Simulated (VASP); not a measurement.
# PbO in VASP: settings compared, part 2 of 2

VASP 6.6.1.

### 3 Single point, PBE (shear xy strain +0.3%)

File INCAR:

```
  PREC = Accurate
  ENCUT = 520
  EDIFF = 1E-6
  ISMEAR = -1
  SIGMA = 0.02
  LREAL = F
  LASPH = T
  NELM = 60
  ALGO = Normal
  ISIF = 2
  LWAVE = F
  LCHARG = F
  GGA = PE
  NBANDS = 17
```

File KPOINTS:

```
regular mesh
0
Gamma
  8 8 8
```

File POSCAR:

```
PbO
1.0
    0.0041704280      2.6065174968      2.6065174968
    2.6065174968      0.0041704280      2.6065174968
    2.6106879248      2.6106879248      0.0000000000
Pb O
1 1
Direct
    0.0000000000      0.0000000000      0.0000000000
    0.5000000000      0.5000000000      0.5000000000
```

Potentials or basis: VASP PAW PBE potentials, release 64 (Pb_d, O).

On the command line:

```sh
cat potpaw_PBE.64/Pb_d/POTCAR potpaw_PBE.64/O/POTCAR > POTCAR
mpirun -np 1 vasp_std > vasp.out
```

Wall time 51 s (1 thread of Intel Xeon Platinum 8259CL at 2.50GHz (Skylake/Cascade Lake), shared host); peak memory 0.19 GiB.

Results (log left out):

```yaml
Free_energy: -10.3777 eV
Pressure: 2.6 GPa
Band_gap_on_the_k_mesh: 0.55 eV, indirect (the least direct gap lies 3.0 meV higher)
```

Stress tensor (GPa, compression positive):
```
 2.62 -0.10  0.00
-0.10  2.62  0.00
 0.00  0.00  2.62
```

Levels at points of the mesh, in eV from the valence-band top:
| k point | band 8 | band 9 | band 10 | band 11 | band 12 | band 13 |
| --- | --- | --- | --- | --- | --- | --- |
| (0.00, 0.00, 0.00) | -2.33 | -2.32 | -2.31 | 8.46 | 8.46 | 8.47 |
| (0.50, 0.00, 0.00) | -1.91 | -1.90 | -0.01 | 0.55 | 5.11 | 5.12 |
| (0.50, 0.50, 0.00) | -5.27 | -3.34 | -3.31 | 4.13 | 6.44 | 6.46 |
| (0.00, 0.00, 0.50) | -1.90 | -1.90 | 0.00 | 0.55 | 5.14 | 5.15 |
| (0.50, 0.00, 0.50) | -5.27 | -3.33 | -3.33 | 4.12 | 6.45 | 6.45 |

Caveat: the cell differs from its parent crystal (shear xy strain +0.3%); spin-orbit coupling is left out, which moves the levels of the heavy elements. A k mesh can miss the band edges.

### 4 Single point, r2SCAN (epitaxial 111 strain -2.5%)

File POSCAR:

```
PbO
1.0
    0.0901159376      2.6322524523      2.6322524523
    2.6322524523      0.0901159376      2.6322524523
    2.6322524523      2.6322524523      0.0901159376
Pb O
1 1
Direct
    0.0000000000      0.0000000000      0.0000000000
    0.5000000000      0.5000000000      0.5000000000
```

File INCAR.step1:

```
SYSTEM = PbO
ALGO = Normal
EDIFF = 1E-4
ENCUT = 520
GGA = PE
ISMEAR = 0
LASPH = .True.
LCHARG = .False.
LREAL = .False.
LWAVE = .True.
NBANDS = 17
NELM = 80
PREC = Accurate
SIGMA = 0.01
```

File INCAR.step2:

```
SYSTEM = PbO
ALGO = Normal
EDIFF = 1E-7
ENCUT = 520
ISIF = 2
ISMEAR = 0
ISTART = 1
LASPH = .True.
LCHARG = .False.
LMIXTAU = .True.
LREAL = .False.
LWAVE = .False.
METAGGA = R2SCAN
NBANDS = 17
NELM = 80
PREC = Accurate
SIGMA = 0.01
```

File KPOINTS:

```
k-points
0
Gamma
  8 8 8
  0 0 0
```

On the command line:

```sh
cat potpaw_PBE.64/Pb_d/POTCAR potpaw_PBE.64/O/POTCAR > POTCAR
cp INCAR.step1 INCAR
mpirun -np 1 vasp_std > vasp.out
cp INCAR.step2 INCAR
mpirun -np 1 vasp_std > vasp.out
```

Wall time 2.5 min (1 thread of Intel Xeon Platinum 8259CL at 2.50GHz (Skylake/Cascade Lake), shared host); peak memory 0.19 GiB.

Results (log left out):

```
Free energy            : -64.2721 eV
Pressure               : 2.4 GPa
Band gap on the k mesh : 0.13 eV, indirect (least direct gap 0.19 eV)
```

Stress tensor (GPa, compression positive):
```
 2.44 -1.15 -1.15
-1.15  2.44 -1.15
-1.15 -1.15  2.44
```

Levels at points of the mesh, in eV from the valence-band top:
| k point | band 7 | band 8 | band 9 | band 10 | band 11 | band 12 | band 13 | band 14 |
| --- | --- | --- | --- | --- | --- | --- | --- | --- |
| (0.00, 0.00, 0.00) | -8.02 | -3.24 | -2.93 | -2.93 | 8.31 | 8.74 | 8.74 | 10.65 |
| (0.50, 0.00, 0.00) | -9.09 | -2.66 | -2.56 | -0.37 | 0.13 | 4.86 | 5.06 | 10.37 |
| (0.50, 0.50, 0.00) | -6.47 | -6.03 | -4.22 | -3.91 | 3.97 | 6.46 | 6.66 | 6.72 |
| (0.50, 0.50, 0.50) | -9.54 | -2.50 | -2.50 | 0.00 | 0.19 | 5.60 | 5.60 | 10.86 |

Caveat: the cell differs from its parent crystal (epitaxial 111 strain -2.5%); the PAW data sets were made with another functional, which shifts forces and pressure a little; spin-orbit coupling is left out, which moves the levels of the heavy elements.

### 5 Single point, r2SCAN (strain along [111] -1.3%)

File POSCAR:

```
PbO
1.0
   -0.0231111218      2.5834063750      2.5834063750
    2.5834063750     -0.0231111218      2.5834063750
    2.5834063750      2.5834063750     -0.0231111218
Pb O
1 1
Direct
    0.0000000000      0.0000000000      0.0000000000
    0.5000000000      0.5000000000      0.5000000000
```

File INCAR.step1:

```
ALGO = Normal
EDIFF = 1E-4
ENCUT = 520
GGA = PE
ISMEAR = -1
LASPH = T
LCHARG = F
LREAL = F
LWAVE = T
NBANDS = 17
NELM = 60
PREC = Accurate
SIGMA = 0.02
```

File INCAR.step2:

```
ALGO = Normal
EDIFF = 1E-6
ENCUT = 520
ISIF = 2
ISMEAR = -1
ISTART = 1
LASPH = T
LCHARG = F
LMIXTAU = T
LREAL = F
LWAVE = F
METAGGA = R2SCAN
NBANDS = 17
NELM = 60
PREC = Accurate
SIGMA = 0.02
```

File KPOINTS:

```
k-points
0
Gamma
  8 8 8
```

On the command line:

```sh
cat potpaw_PBE.64/Pb_d/POTCAR potpaw_PBE.64/O/POTCAR > POTCAR
cp INCAR.step1 INCAR
mpirun -np 1 vasp_std > vasp.out
cp INCAR.step2 INCAR
mpirun -np 1 vasp_std > vasp.out
```

It took 2.4 min on 1 thread of Intel Xeon Platinum 8259CL at 2.50GHz (Skylake/Cascade Lake), shared host; peak memory 0.19 GiB.

The run converged. Its results:

```
Free energy            : -64.2886 eV
Pressure               : 1.5 GPa
Band gap on the k mesh : 0.34 eV, indirect (least direct gap 0.36 eV)
```

Stress tensor (GPa, compression positive):
```
1.52 0.27 0.27
0.27 1.52 0.27
0.27 0.27 1.52
```

Levels at points of the mesh, in eV from the valence-band top:
```tsv
k point	band 6	band 7	band 8	band 9	band 10	band 11	band 12	band 13	band 14	band 15
(0.00, 0.00, 0.00)	-17.02	-7.77	-2.80	-2.80	-2.72	8.73	8.73	8.80	10.72	11.88
(0.50, 0.00, 0.00)	-16.97	-8.97	-2.34	-2.32	0.00	0.36	5.30	5.36	10.66	14.75
(0.50, 0.50, 0.00)	-16.10	-6.25	-5.74	-3.84	-3.76	4.24	6.66	6.75	6.91	15.03
(0.50, 0.50, 0.50)	-16.97	-8.85	-2.36	-2.36	-0.08	0.34	5.16	5.16	10.54	14.90
```

Caveat: the cell differs from its parent crystal (strain along [111] -1.3%); the PAW data sets were made with another functional, which shifts forces and pressure a little; spin-orbit coupling is left out, which moves the levels of the heavy elements. A k mesh can miss the band edges.

### 6 Single point, r2SCAN (shear xy strain +0.3%)

File POSCAR:

```
PbO
1.0
    0.0041704280      2.6065174968      2.6065174968
    2.6065174968      0.0041704280      2.6065174968
    2.6106879248      2.6106879248      0.0000000000
Pb O
1 1
Direct
    0.0000000000      0.0000000000      0.0000000000
    0.5000000000      0.5000000000      0.5000000000
```

File INCAR.step1:

```
SYSTEM = PbO
  PREC = Accurate
  ENCUT = 520
  ISMEAR = 0
  SIGMA = 0.01
  LREAL = .False.
  LASPH = .True.
  NELM = 60
  NBANDS = 17
  GGA = PE
  ALGO = Normal
  EDIFF = 1E-4
  LWAVE = .True.
  LCHARG = .False.
```

File INCAR.step2:

```
SYSTEM = PbO
  PREC = Accurate
  ENCUT = 520
  EDIFF = 1E-6
  ISMEAR = 0
  SIGMA = 0.01
  LREAL = .False.
  LASPH = .True.
  NELM = 60
  ALGO = Normal
  ISIF = 2
  LWAVE = .False.
  LCHARG = .False.
  METAGGA = R2SCAN
  LMIXTAU = .True.
  NBANDS = 17
  ISTART = 1
```

File KPOINTS:

```
Automatic mesh
0
Gamma
  8 8 8
  0 0 0
```

Potentials or basis: VASP PAW PBE potentials, release 64 (Pb_d, O).

On the command line:

```sh
cat potpaw_PBE.64/Pb_d/POTCAR potpaw_PBE.64/O/POTCAR > POTCAR
cp INCAR.step1 INCAR
mpirun -np 1 vasp_std > vasp.out
cp INCAR.step2 INCAR
mpirun -np 1 vasp_std > vasp.out
```

It took 3.4 min on 1 thread of Intel Xeon Platinum 8259CL at 2.50GHz (Skylake/Cascade Lake), shared host; peak memory 0.2 GiB.

The run converged. Its results:

| Item | Value |
| --- | --- |
| Free energy | -64.2923 eV |
| Pressure | 0.1 GPa |
| Band gap on the k mesh | 0.31 eV, indirect (the least direct gap lies 3.3 meV higher) |

Stress tensor (GPa, compression positive):
```
 0.15 -0.10  0.00
-0.10  0.15  0.00
 0.00  0.00  0.15
```

Levels at points of the mesh, in eV from the valence-band top:
| k point | band 8 | band 9 | band 10 | band 11 | band 12 | band 13 |
| --- | --- | --- | --- | --- | --- | --- |
| (0.00, 0.00, 0.00) | -2.72 | -2.71 | -2.71 | 8.62 | 8.63 | 8.64 |
| (0.50, 0.00, 0.00) | -2.30 | -2.29 | -0.01 | 0.31 | 5.22 | 5.23 |
| (0.50, 0.50, 0.00) | -5.64 | -3.74 | -3.71 | 4.20 | 6.61 | 6.64 |
| (0.00, 0.00, 0.50) | -2.29 | -2.29 | 0.00 | 0.31 | 5.25 | 5.26 |
| (0.50, 0.00, 0.50) | -5.64 | -3.72 | -3.72 | 4.20 | 6.62 | 6.62 |

Caveat: the cell differs from its parent crystal (shear xy strain +0.3%); the PAW data sets were made with another functional, which shifts forces and pressure a little; spin-orbit coupling is left out, which moves the levels of the heavy elements. A k mesh can miss the band edges.

### 7 The runs side by side

| level | cell | smearing | gap on the mesh (eV) | pressure (GPa) |
| --- | --- | --- | --- | --- |
| PBE | a = 3.654 Å, angles 60.6°, 2 atoms | fermi-dirac 0.02 eV | 0.58 | 4.0 |
| PBE | a = 3.686, b = 3.686, c = 3.692 Å, angles 59.9, 59.9, 59.9°, 2 atoms | fermi-dirac 0.02 eV | 0.55 | 2.6 |
| r2SCAN | a = 3.724 Å, angles 57.7°, 2 atoms | gaussian 0.01 eV | 0.13 | 2.4 |
| r2SCAN | a = 3.654 Å, angles 60.6°, 2 atoms | fermi-dirac 0.02 eV | 0.34 | 1.5 |
| r2SCAN | a = 3.686, b = 3.686, c = 3.692 Å, angles 59.9, 59.9, 59.9°, 2 atoms | gaussian 0.01 eV | 0.31 | 0.1 |

Alike in all rows: task single point; potentials or basis VASP PAW PBE potentials, release 64 (Pb_d, O); no spin polarisation; k mesh 8 × 8 × 8; cutoff (eV) 520.

Caveats: spin-orbit coupling is left out, which moves the levels of the heavy elements; the PAW data sets were made with another functional, which shifts forces and pressure a little (some runs).

Total energies depend on the potentials used, so only differences within one code and one set of settings carry meaning.
